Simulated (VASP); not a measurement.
Here is a VASP 6.6.1 calculation.

INCAR

```
SYSTEM = RbBr
PREC     = Accurate       ! precision mode
ENCUT    = 520            ! plane-wave cutoff, eV
EDIFF    = 1E-6           ! SCF threshold, eV
ISMEAR   = -1             ! smearing method
SIGMA    = 0.03           ! smearing width, eV
LREAL    = .FALSE.        ! projectors in reciprocal space
LASPH    = .TRUE.         ! aspherical terms in the spheres
NELM     = 60             ! most SCF steps
ALGO     = Normal         ! electronic algorithm
ISIF     = 2              ! what is computed and relaxed
LWAVE    = .FALSE.        ! write WAVECAR
LCHARG   = .TRUE.         ! write CHGCAR
GGA      = PE             ! functional
LELF     = .TRUE.         ! ELF
LVHAR    = .TRUE.       
NBANDS   = 15             ! bands
```

KPOINTS

```
Automatic mesh
0
G
  7 7 7
  0 0 0
```

POSCAR

```
RbBr
1.0
    0.0000000000      3.4275000000      3.4275000000
    3.4275000000      0.0000000000      3.4275000000
    3.4275000000      3.4275000000      0.0000000000
Rb Br
1 1
Direct
    0.0000000000      0.0000000000      0.0000000000
    0.5000000000      0.5000000000      0.5000000000
```

Potentials or basis: VASP PAW PBE potentials, release 64 (Rb_sv, Br).

The run is started by

```sh
$ cat potpaw_PBE.64/Rb_sv/POTCAR potpaw_PBE.64/Br/POTCAR > POTCAR
$ mpirun -np 1 vasp_std > vasp.out
```

Question: Predict the pressure.

Answer: 1.0 GPa.

Question: Estimate the band gap on the k mesh.

Answer: 4.36 eV.

Caveat: an odd mesh through Γ misses points on the zone boundary, where band edges can lie.
